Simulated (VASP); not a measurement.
# Sc5W (F-43m) in VASP: a series of runs, part 2 of 2

VASP 6.6.1. Earlier steps stand in the parts before.

## Step 3: Single point, PBE

This run uses another cell than the first one, of 22.09 Å³/atom, 1.079 times its volume.

The input, INCAR:

```
ALGO = Fast ; EDIFF = 1E-6
ENCUT = 520 ; GGA = PE
ISIF = 2 ; ISMEAR = 0
LASPH = True ; LCHARG = False
LREAL = False ; LWAVE = False
NBANDS = 44 ; NELM = 100
PREC = Accurate ; SIGMA = 0.1
```

The input, KPOINTS:

```
k-points
0
Gamma
  4 4 4
```

The input, POSCAR:

```
Sc5W
1.0
    0.0000000000      4.0468348152      4.0468348152
    4.0468348152      0.0000000000      4.0468348152
    4.0468348152      4.0468348152      0.0000000000
Sc W
5 1
Direct
    0.2500000000      0.2500000000      0.2500000000
    0.1166967708      0.6277677431      0.6277677431
    0.6277677431      0.6277677431      0.6277677431
    0.6277677431      0.1166967708      0.6277677431
    0.6277677431      0.6277677431      0.1166967708
    0.0000000000      0.0000000000      0.0000000000
```

Potentials or basis: VASP PAW PBE potentials, release 64 (Sc_sv, W_sv).

Launch:

```sh
$ cat potpaw_PBE.64/Sc_sv/POTCAR potpaw_PBE.64/W_sv/POTCAR > POTCAR
$ mpirun -np 1 vasp_std > vasp.out
```

OUTCAR:

```text
EDIFF = 1E-6
   ENCUT = 520
   GGA = PE
   ISIF = 2
   ISMEAR = 0
   LASPH = True
   LREAL = False
   NELM = 100
   PREC = Accurate

 ion  position               nearest neighbor table
   1  0.250  0.250  0.250-   2 3.36   4 3.36   2 3.36   5 3.36   4 3.36   5 3.36   3 3.36   3 3.36
                             3 3.36   5 3.36   2 3.36   4 3.36
   2  0.117  0.628  0.628-   3 2.80   4 2.80   5 2.80   3 2.92   5 2.92   4 2.92   6 3.35   6 3.35
                             6 3.35   1 3.36   1 3.36   1 3.36
   3  0.628  0.628  0.628-   2 2.80   4 2.80   5 2.80   5 2.92   4 2.92   2 2.92   6 3.35   6 3.35
                             6 3.35   1 3.36   1 3.36   1 3.36
   4  0.628  0.117  0.628-   2 2.80   3 2.80   5 2.80   5 2.92   3 2.92   2 2.92   6 3.35   6 3.35
                             6 3.35   1 3.36   1 3.36   1 3.36
   5  0.628  0.628  0.117-   2 2.80   3 2.80   4 2.80   3 2.92   4 2.92   2 2.92   6 3.35   6 3.35
                             6 3.35   1 3.36   1 3.36   1 3.36
   6  0.000  0.000  0.000-   2 3.35   4 3.35   5 3.35   3 3.35   3 3.35   3 3.35   2 3.35   5 3.35
                             4 3.35   2 3.35   4 3.35   5 3.35

  LATTYP: Found a face centered cubic cell.
[... 179 lines left out ...]
 fundamental gap:      0.0117842089
 Fermi energy:         4.6480044655

 k-point     1 :       0.0000    0.0000    0.0000
  band No.  band energies     occupation
      1     -69.0755      2.00000
      2     -45.0901      2.00000
      3     -44.4659      2.00000
      4     -44.2736      2.00000
      5     -44.2736      2.00000
      6     -44.2736      2.00000
[... 365 lines left out ...]
     43       6.8359      0.00000
     44       6.9481      0.00000

------------------------ aborting loop because EDIFF is reached ----------------------------------------

  FORCE on cell =-STRESS in cart. coord.  units (eV):
  Direction    XX          YY          ZZ          XY          YZ          ZX
  --------------------------------------------------------------------------------------
  -------------------------------------------------------------------------------------
  Total       -0.0841088     -0.0841088     -0.0841088     -0.0000000      0.0000000     -0.0000000
  in kB       -1.0166601     -1.0166601     -1.0166601     -0.0000000      0.0000000     -0.0000000
  external PRESSURE =      -1.0166601 kB  Pullay stress =       0.0000000 kB

 VOLUME and BASIS-vectors are now :
 -----------------------------------------------------------------------------
  energy-cutoff  :      520.00
  volume of cell :      132.55
      direct lattice vectors                 reciprocal lattice vectors
     0.000000000  4.046834815  4.046834815    -0.123553350  0.123553350  0.123553350
     4.046834815  0.000000000  4.046834815     0.123553350 -0.123553350  0.123553350
     4.046834815  4.046834815  0.000000000     0.123553350  0.123553350 -0.123553350

 POSITION                                       TOTAL-FORCE (eV/Angst)
 -----------------------------------------------------------------------------------
      2.02342      2.02342      2.02342        -0.000000     -0.000000     -0.000000
      5.08094      3.01272      3.01272        -0.013786      0.013786      0.013786
      5.08094      5.08094      5.08094        -0.013786     -0.013786     -0.013786
      3.01272      5.08094      3.01272         0.013786     -0.013786      0.013786
      3.01272      3.01272      5.08094         0.013786      0.013786     -0.013786
      0.00000      0.00000      0.00000        -0.000000     -0.000000     -0.000000
 -----------------------------------------------------------------------------------
    total drift:                               -0.000001     -0.000001     -0.000001

  FREE ENERGIE OF THE ION-ELECTRON SYSTEM (eV)
  ---------------------------------------------------
  free  energy   TOTEN  =       -40.5168311647 eV

  energy  without entropy=      -40.4439406343  energy(sigma->0) =      -40.48038590
```

stdout:

```text
POSCAR found type information on POSCAR ScW
 POSCAR found :  2 types and       6 ions
 scaLAPACK will be used
 LDA part: xc-table for (Slater+PW92), standard interpolation
 POSCAR, INCAR and KPOINTS ok, starting setup
 FFT: planning ... GRIDC
 FFT: planning ... GRID_SOFT
 FFT: planning ... GRID
 WAVECAR not read
 entering main loop
```

It took 3.9 min on 1 thread of AMD EPYC 7R43 (Zen 3), shared host; peak memory 0.29 GiB.

What came out:

```
Free energy   : -40.5168 eV
Pressure      : -0.1 GPa
Largest force : 0.024 eV/Å
```

Forces in eV/Å, atoms in the order of the input:
```
Sc   0.000  0.000  0.000
Sc  -0.014  0.014  0.014
Sc  -0.014 -0.014 -0.014
Sc   0.014 -0.014  0.014
Sc   0.014  0.014 -0.014
W    0.000  0.000  0.000
```

Levels at points of the mesh, in eV from the Fermi level:
| k point | band 31 | band 32 | band 33 | band 34 | band 35 | band 36 | band 37 | band 38 |
| --- | --- | --- | --- | --- | --- | --- | --- | --- |
| (0.00, 0.00, 0.00) | -0.83 | -0.83 | -0.46 | -0.46 | 0.01 | 0.01 | 0.01 | 0.49 |
| (0.50, 0.00, 0.00) | -0.53 | -0.53 | -0.06 | -0.06 | 0.22 | 0.22 | 0.33 | 0.46 |
| (0.50, 0.50, 0.00) | -0.65 | -0.65 | -0.47 | -0.41 | -0.35 | -0.01 | -0.01 | 0.46 |

Caveat: spin-orbit coupling is left out, which moves the levels of the heavy elements.

## Step 4: Relaxation of cell and atoms, PBE

The input, INCAR:

```
SYSTEM = Sc5W
PREC = Accurate ; ENCUT = 600
EDIFF = 1E-7 ; ISMEAR = 0
SIGMA = 0.1 ; LREAL = .FALSE.
LASPH = .TRUE. ; NELM = 60
ALGO = Normal ; ISIF = 3
LWAVE = .FALSE. ; LCHARG = .FALSE.
GGA = PE ; IBRION = 2
NSW = 90 ; EDIFFG = -0.04
```

The input, KPOINTS:

```
Automatic mesh
0
G
  4 4 4
  0 0 0
```

The input, POSCAR:

```
Sc5W
1.0
    0.0000000000      3.9453488500      3.9453488500
    3.9453488500      0.0000000000      3.9453488500
    3.9453488500      3.9453488500      0.0000000000
Sc W
5 1
Direct
    0.2500000000      0.2500000000      0.2500000000
    0.1250000000      0.6250000000      0.6250000000
    0.6250000000      0.6250000000      0.6250000000
    0.6250000000      0.1250000000      0.6250000000
    0.6250000000      0.6250000000      0.1250000000
    0.0000000000      0.0000000000      0.0000000000
```

Launch:

```sh
$ cat potpaw_PBE.64/Sc_sv/POTCAR potpaw_PBE.64/W_sv/POTCAR > POTCAR
$ mpirun -np 1 vasp_std > vasp.out
```

It took 4.9 min on 1 thread of AMD EPYC 7R13 (Zen 3), shared host; peak memory 0.32 GiB.

Results (log left out):

| Item | Value |
| --- | --- |
| Free energy | -40.5163 eV |
| Relaxed volume | 22.07 Å³/atom |
| Relaxed cell | a = 5.721 Å, b = 5.721 Å, c = 5.721 Å, α = 60.00°, β = 60.00°, γ = 60.00° |
| Space group after relaxing (to 0.05 Å) | F-43m (No. 216) |
| Energy gained by relaxing | 33.4 meV/atom |
| Ionic steps | 4 |
| Pressure after relaxing | 0.0 GPa |

Step by step:
| step | energy change (eV) | largest force (eV/Å) | pressure (GPa) | volume (Å³) |
| --- | --- | --- | --- | --- |
| 1 | 0.0000 | 0.6096 | 5.56 | 122.82 |
| 2 | -0.1795 | 0.1443 | -1.70 | 135.89 |
| 3 | -0.1934 | 0.2350 | -0.33 | 132.93 |
| 4 | -0.2003 | 0.0368 | -0.03 | 132.43 |

Final structure:
```
CELL_PARAMETERS angstrom
0.00000 4.04561 4.04561
4.04561 0.00000 4.04561
4.04561 4.04561 0.00000
ATOMIC_POSITIONS crystal
Sc 0.25000 0.25000 0.25000
Sc 0.11745 0.62752 0.62752
Sc 0.62752 0.62752 0.62752
Sc 0.62752 0.11745 0.62752
Sc 0.62752 0.62752 0.11745
W 0.00000 0.00000 0.00000
```

Levels at points of the mesh, in eV from the Fermi level:
```
           k point  band 32  band 33  band 34  band 35  band 36  band 37
(0.00, 0.00, 0.00)    -0.83    -0.46    -0.46     0.01     0.01     0.01
(0.50, 0.00, 0.00)    -0.53    -0.05    -0.05     0.22     0.22     0.33
(0.50, 0.50, 0.00)    -0.65    -0.48    -0.40    -0.35    -0.02    -0.02
```

Caveat: spin-orbit coupling is left out, which moves the levels of the heavy elements.

## Step 5: The runs side by side

```csv
task,cell,cutoff (eV),gap on the mesh (eV),pressure (GPa)
single point,"a = 5.580 Å, angles 60.0°, 6 atoms",520,none,5.5
single point,"a = 5.723 Å, angles 60.0°, 6 atoms",520,none,-0.1
relaxation of cell and atoms,"relaxed from a = 5.580 Å, angles 60.0°, 6 atoms",600,none,0.0
```

Alike in all rows: level PBE; potentials or basis VASP PAW PBE potentials, release 64 (Sc_sv, W_sv); no spin polarisation; k mesh 4 × 4 × 4; smearing gaussian 0.1 eV.

Caveats: spin-orbit coupling is left out, which moves the levels of the heavy elements.

Total energies depend on the potentials used, so only differences within one code and one set of settings carry meaning.
